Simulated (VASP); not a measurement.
# Cd3HgSe4 (P-4m2) in VASP: single point with PBE

Aim: the single point of Cd3HgSe4 with PBE.

Everything below comes from runs of VASP 6.6.1. Logs are shortened: lines on timing, memory, paths and dates and some standing lists are left out, and cuts for length are marked.

## (1) The cell of the first run

The structure is tetragonal, space group P-4m2 (No. 115). Conventional cell: a = 4.398 Å, b = 4.398 Å, c = 12.393 Å, α = 90.00°, β = 90.00°, γ = 90.00°. Within 3.5 Å of Cd (site symmetry -4m2) lie 4 Se at 2.68 Å. Within 3.5 Å of Cd (site symmetry 2mm) lie 4 Se at 2.68 Å. Hg (site symmetry -4m2) has 4 Se at 2.71 Å within 3.6 Å. Within 3.5 Å of Se (site symmetry 2mm) lie 4 Cd at 2.68 Å. Within 3.5 Å of Se (site symmetry 2mm) lie 2 Cd at 2.68 Å and 2 Hg at 2.71 Å.

## (2) Single point, PBE

INCAR

```
SYSTEM = Cd3HgSe4
ALGO = Normal
EDIFF = 1E-6
ENCUT = 520
GGA = PE
ISIF = 2
ISMEAR = 0
LASPH = .True.
LCHARG = .False.
LREAL = .False.
LWAVE = .False.
NBANDS = 46
NELM = 60
PREC = Accurate
SIGMA = 0.01
```

KPOINTS

```
k-points
0
Gamma
  8 8 4
  0 0 0
```

POSCAR

```
Cd3HgSe4
1.0
    4.3977435387      0.0000000000      0.0000000000
    0.0000000000      4.3977435387      0.0000000000
    0.0000000000      0.0000000000     12.3926971598
Cd Hg Se
3 1 4
Direct
    0.0000000000      0.0000000000      0.0000000000
    0.5000000000      0.5000000000      0.2486140799
    0.5000000000      0.5000000000      0.7513859201
    0.0000000000      0.0000000000      0.5000000000
    0.5000000000      0.0000000000      0.1243001124
    0.0000000000      0.5000000000      0.3726468332
    0.5000000000      0.0000000000      0.6273531668
    0.0000000000      0.5000000000      0.8756998876
```

Potentials or basis: VASP PAW PBE potentials, release 64 (Cd, Hg, Se).

The run is started by

```sh
cat potpaw_PBE.64/Cd/POTCAR potpaw_PBE.64/Hg/POTCAR potpaw_PBE.64/Se/POTCAR > POTCAR
mpirun -np 1 vasp_std > vasp.out
```

OUTCAR:

```text
SYSTEM = Cd3HgSe4
   EDIFF = 1E-6
   ENCUT = 520
   GGA = PE
   ISIF = 2
   ISMEAR = 0
   LASPH = .True.
   LREAL = .False.
   NELM = 60
   PREC = Accurate

 ion  position               nearest neighbor table
   1  0.000  0.000  0.000-   5 2.68   8 2.68   8 2.68   5 2.68
   2  0.500  0.500  0.249-   6 2.68   6 2.68   5 2.68   5 2.68
   3  0.500  0.500  0.751-   7 2.68   7 2.68   8 2.68   8 2.68
   4  0.000  0.000  0.500-   6 2.71   7 2.71   6 2.71   7 2.71
   5  0.500  0.000  0.124-   1 2.68   1 2.68   2 2.68   2 2.68
   6  0.000  0.500  0.373-   2 2.68   2 2.68   4 2.71   4 2.71
   7  0.500  0.000  0.627-   3 2.68   3 2.68   4 2.71   4 2.71
   8  0.000  0.500  0.876-   1 2.68   1 2.68   3 2.68   3 2.68

  LATTYP: Found a simple tetragonal cell.
 ALAT       =     4.3977435387
 C/A-ratio  =     2.8179672259

  Lattice vectors:

 A1 = (   4.3977435387,   0.0000000000,   0.0000000000)
 A2 = (   0.0000000000,   4.3977435387,   0.0000000000)
 A3 = (   0.0000000000,   0.0000000000,  12.3926971598)

Analysis of symmetry for initial positions (statically):
=====================================================================
 Subroutine PRICEL returns:
 Original cell was already a primitive cell.

 Routine SETGRP: Setting up the symmetry group for a
 simple tetragonal supercell.

 Subroutine GETGRP returns: Found  8 space group operations
 (whereof  8 operations were pure point group operations)
 out of a pool of 16 trial point group operations.

The static configuration has the point symmetry D_2d.

Analysis of symmetry for dynamics (positions and initial velocities):
=====================================================================
 Subroutine PRICEL returns:
 Original cell was already a primitive cell.

 Routine SETGRP: Setting up the symmetry group for a
 simple tetragonal supercell.

 Subroutine GETGRP returns: Found  8 space group operations
 (whereof  8 operations were pure point group operations)
 out of a pool of 16 trial point group operations.

The dynamic configuration has the point symmetry D_2d.

 Subroutine INISYM returns: Found  8 space group operations
 (whereof  8 operations are pure point group operations),
 and found     1 'primitive' translations

----------------------------------------------------------------------------------------

                                     Primitive cell

  volume of cell :     239.6766

[... 99 lines left out ...]
   NELM   =     60;   NELMIN=  2; NELMDL= -5     # of ELM steps
   EDIFF  = 0.1E-05   stopping-criterion for ELM
   LREAL  =      F    real-space projection
   EDIFFG = 0.1E-04   stopping-criterion for IOM
   NSW    =      0    number of steps for IOM
   IBRION =     -1    ionic relax: 0-MD 1-quasi-New 2-CG
   NFREE  =      0    steps in history (QN), initial steepest desc. (CG)
   ISIF   =      2    stress and relaxation
   ISYM   =      2    0-nonsym 1-usesym 2-fastsym
   POTIM  = 0.5000    time-step for ionic-motion
   TEBEG  =    0.0;   TEEND  =   0.0 temperature during run
   PSTRESS=    0.0 pullay stress
   NELECT =      72.0000    total number of electrons
   NUPDOWN=      -1.0000    fix difference up-down
   EMIN   =  10.00;   EMAX   =-10.00  energy-range for DOS
   EFERMI =   0.00;   METHOD = LEGACY
   ISMEAR =     0;   SIGMA  =   0.01  broadening in eV -4-tet -1-fermi 0-gaus
   EFERMI_NEDOS =   21; number of points for ismear=-14 and -15
   IALGO  =     38    algorithm
   IMIX   =      4    mixing-type and parameters
     AMIX     =   0.40;   BMIX     =  1.00
     AMIX_MAG =   1.60;   BMIX_MAG =  1.00
  volume/ion in A,a.u.               =      29.96       202.18
  Fermi-wavevector in a.u.,A,eV,Ry     =   1.096420  2.071934 16.356077  1.202138
  Thomas-Fermi vector in A             =   2.232762
   LORBIT       =      0    0 simple, 1 ext, 2 COOP (PROOUT), +10 PAW based schemes
   GGA     = PE    functional components
   LHFCALC =     F    Hartree Fock is set to
   AEXX    =    0.0000 exact exchange contribution
   IVDW    =     0    specifies the selected vdW correction
   LEPSILON=     F    determine dielectric tensor
   LRPA    =     F    only Hartree local field effects (RPA)
 non-spin polarized calculation
 Gauss-broadening in eV      SIGMA  =   0.01
  energy-cutoff  :      520.00
  volume of cell :      239.68
 maximum number of plane-waves:      6504
 NGX is ok and might be reduce to    36
   NGX = 17   NGY = 17   NGZ = 47

 number of electron      71.9999998 magnetization

 Free energy of the ion-electron system (eV)
  ---------------------------------------------------
  ext. energy  EPLUGINS =         0.00000000
  ---------------------------------------------------
  free energy    TOTEN  =       -20.56781956 eV

  energy without entropy =      -20.56781956  energy(sigma->0) =      -20.56781956

 E-fermi :   0.6913     XC(G=0):  -8.6396

 val. band max:        0.6490634775   @ k =   0.0000   0.0000   0.0000
 cond. band min:       0.7316468191   @ k =   0.0000   0.0000   0.0000
 fundamental gap:      0.0825833416
 Fermi energy:         0.6912673694

 k-point     1 :       0.0000    0.0000    0.0000
  band No.  band energies     occupation
      1     -11.8311      2.00000
      2     -11.5941      2.00000
      3     -11.5843      2.00000
      4     -11.3625      2.00000
      5      -7.2072      2.00000
      6      -7.2072      2.00000
[... 1165 lines left out ...]
     45       6.8719      0.00000
     46       6.8762      0.00000

 [... further k-points ...]
[... 5 lines left out ...]
  --------------------------------------------------------------------------------------
  -------------------------------------------------------------------------------------
  Total        0.3406454      0.3406454      0.3873692      0.0000000      0.0000000     -0.0000000
  in kB        2.2771283      2.2771283      2.5894652      0.0000000      0.0000000     -0.0000000
  external PRESSURE =       2.3812406 kB  Pullay stress =       0.0000000 kB

 VOLUME and BASIS-vectors are now :
 -----------------------------------------------------------------------------
  energy-cutoff  :      520.00
  volume of cell :      239.68
      direct lattice vectors                 reciprocal lattice vectors
     4.397743539  0.000000000  0.000000000     0.227389340  0.000000000  0.000000000
     0.000000000  4.397743539  0.000000000     0.000000000  0.227389340  0.000000000
     0.000000000  0.000000000 12.392697160     0.000000000  0.000000000  0.080692684

 POSITION                                       TOTAL-FORCE (eV/Angst)
 -----------------------------------------------------------------------------------
      0.00000      0.00000      0.00000         0.000000      0.000000      0.000000
      2.19887      2.19887      3.08100         0.000000      0.000000      0.000843
      2.19887      2.19887      9.31170         0.000000     -0.000000     -0.000843
      0.00000      0.00000      6.19635         0.000000      0.000000      0.000000
      2.19887      0.00000      1.54041         0.000000      0.000000     -0.000328
      0.00000      2.19887      4.61810         0.000000      0.000000      0.001260
      2.19887      0.00000      7.77460         0.000000      0.000000     -0.001260
      0.00000      2.19887     10.85228         0.000000      0.000000      0.000328
 -----------------------------------------------------------------------------------
    total drift:                                0.000000      0.000000      0.000000

  FREE ENERGIE OF THE ION-ELECTRON SYSTEM (eV)
  ---------------------------------------------------
  free  energy   TOTEN  =       -20.5678195631 eV

  energy  without entropy=      -20.5678195631  energy(sigma->0) =      -20.56781956
```

OSZICAR:

```text
N       E                     dE             d eps       ncg     rms          rms(c)
DAV:   1     0.506899940442E+03    0.50690E+03   -0.33764E+04  4148   0.140E+03
DAV:   2     0.109194478738E+02   -0.49598E+03   -0.48104E+03  4570   0.341E+02
DAV:   3    -0.216303749811E+02   -0.32550E+02   -0.32347E+02  4852   0.842E+01
DAV:   4    -0.220226288222E+02   -0.39225E+00   -0.39167E+00  4618   0.874E+00
DAV:   5    -0.220262799163E+02   -0.36511E-02   -0.36505E-02  4850   0.801E-01    0.116E+01
DAV:   6    -0.206070670160E+02    0.14192E+01   -0.29028E+00  4952   0.126E+01    0.926E+00
DAV:   7    -0.205812602331E+02    0.25807E-01   -0.13572E+00  4590   0.446E+00    0.341E+00
DAV:   8    -0.205679773131E+02    0.13283E-01   -0.18834E-01  4470   0.315E+00    0.645E-01
DAV:   9    -0.205674405115E+02    0.53680E-03   -0.25097E-02  4560   0.136E+00    0.239E-01
DAV:  10    -0.205675835443E+02   -0.14303E-03   -0.16052E-03  4520   0.325E-01    0.875E-02
DAV:  11    -0.205678766251E+02   -0.29308E-03   -0.98224E-04  4562   0.176E-01    0.526E-02
DAV:  12    -0.205678096686E+02    0.66956E-04   -0.26722E-04  4710   0.125E-01    0.184E-02
DAV:  13    -0.205678153692E+02   -0.57006E-05   -0.45851E-05  4656   0.219E-02    0.691E-03
DAV:  14    -0.205678188252E+02   -0.34560E-05   -0.40500E-06  3372   0.823E-03    0.261E-03
DAV:  15    -0.205678195631E+02   -0.73791E-06   -0.14703E-06  3480   0.587E-03
   1 F= -.20567820E+02 E0= -.20567820E+02  d E =-.263856E-11
```

Wall time 11 min (1 thread of AMD EPYC 7R43 (Zen 3), shared host); peak memory 0.57 GiB.

Results:

- Free energy: -20.5678 eV
- Pressure: 0.2 GPa
- Band gap on the k mesh: 0.08 eV, direct

Levels at points of the mesh, in eV from the valence-band top:
| k point | band 34 | band 35 | band 36 | band 37 | band 38 | band 39 |
| --- | --- | --- | --- | --- | --- | --- |
| (0.00, 0.00, 0.00) | -0.01 | 0.00 | 0.00 | 0.08 | 2.72 | 3.00 |
| (0.50, 0.00, 0.00) | -0.75 | -0.69 | -0.54 | 1.66 | 2.22 | 3.18 |
| (0.50, 0.50, 0.00) | -1.75 | -1.75 | -1.71 | 2.98 | 3.21 | 3.21 |
| (0.00, 0.00, 0.50) | -0.44 | -0.22 | -0.22 | 1.37 | 1.72 | 3.30 |
| (0.50, 0.00, 0.50) | -0.83 | -0.79 | -0.54 | 2.04 | 2.80 | 2.82 |
| (0.50, 0.50, 0.50) | -1.91 | -1.86 | -1.85 | 3.17 | 3.81 | 3.81 |

Caveat: spin-orbit coupling is left out, which moves the levels of the heavy elements.
